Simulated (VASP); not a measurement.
Runs of VASP 6.6.1 on HgTe. The structure is that of space group Cmcm (No. 63), or close to it. The cells are those of the table. 

```tsv
cell	gap on the mesh (eV)	pressure (GPa)	largest force (eV/Å)
a = 4.488, b = 4.488, c = 5.798 Å, angles 90.0, 90.0, 98.4°, 4 atoms	none	(a)	0.03
a = 4.534, b = 4.534, c = 5.798 Å, angles 90.0, 90.0, 98.4°, 4 atoms	none	-0.9	0.07
a = 4.442, b = 4.442, c = 5.798 Å, angles 90.0, 90.0, 98.4°, 4 atoms	none	1.2	(c)
a = 4.717, b = 4.717, c = 5.798 Å, angles 90.0, 90.0, 98.4°, 4 atoms	none	(b)	0.18
a = 4.626, b = 4.626, c = 5.798 Å, angles 90.0, 90.0, 98.4°, 4 atoms	none	-2.6	0.13
```

Alike in all rows: task single point; level r2SCAN+D4; potentials or basis VASP PAW PBE potentials, release 64 (Hg, Te); no spin polarisation; k mesh 4 × 4 × 4; cutoff (eV) 520; smearing fermi-dirac 0.02 eV.

Problem. Fill in the values left out.

Solution. (a) 0.1; (b) -3.8; (c) 0.04.

Caveats: the PAW data sets were made with another functional, which shifts forces and pressure a little; spin-orbit coupling is left out, which moves the levels of the heavy elements; pairwise dispersion overbinds metals, which lowers pressure and volume.

A k mesh can miss the band edges, and the runs leave out spin-orbit coupling on Hg, Te.

A gap of «none» marks levels without a gap at the run's occupations.
